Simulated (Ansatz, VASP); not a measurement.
## ZrSi6: VASP beside Ansatz

```
CELL_PARAMETERS angstrom
5.65179 0.00000 0.00000
0.00000 5.65179 0.00000
0.00000 0.00000 5.65179
ATOMIC_POSITIONS crystal
Zr 0.50000 0.50000 0.50000
Si 0.69729 0.00000 0.00000
Si 0.30271 0.00000 0.00000
Si 0.00000 0.69729 0.00000
Si 0.00000 0.30271 0.00000
Si 0.00000 0.00000 0.69729
Si 0.00000 0.00000 0.30271
```

Alike in both runs: functional PBE; k mesh 4 × 4 × 4; occupations gaussian, width 0.1 eV; no spin polarisation.

Ansatz relaxed the structure, and its values are those at the end. VASP's run is a single point on that final structure, the one shown.

|  | VASP | Ansatz |
| --- | --- | --- |
| version | VASP 6.6.1 | Ansatz 0.2.0 |
| potentials or method | VASP PAW PBE potentials, release 64 (Zr_sv, Si), cutoff 520 eV | scalar-relativistic, plane waves, PAW |
| valence electrons in the cell | 36 | 36 |

|  | VASP | Ansatz | Ansatz less VASP |
| --- | --- | --- | --- |
| gap on the k mesh at the Fermi level (eV) | none | none | - |
| pressure (GPa) | 0.1 | 0.2 | +0.08 |
| rms of the force components (eV/Å) | 0.006 | 0.003 | -0.0025 |

A gap of «none» marks a metal or a gap that the smearing closes. The functional is the same, so the differences come from potentials, cutoffs and numerics.
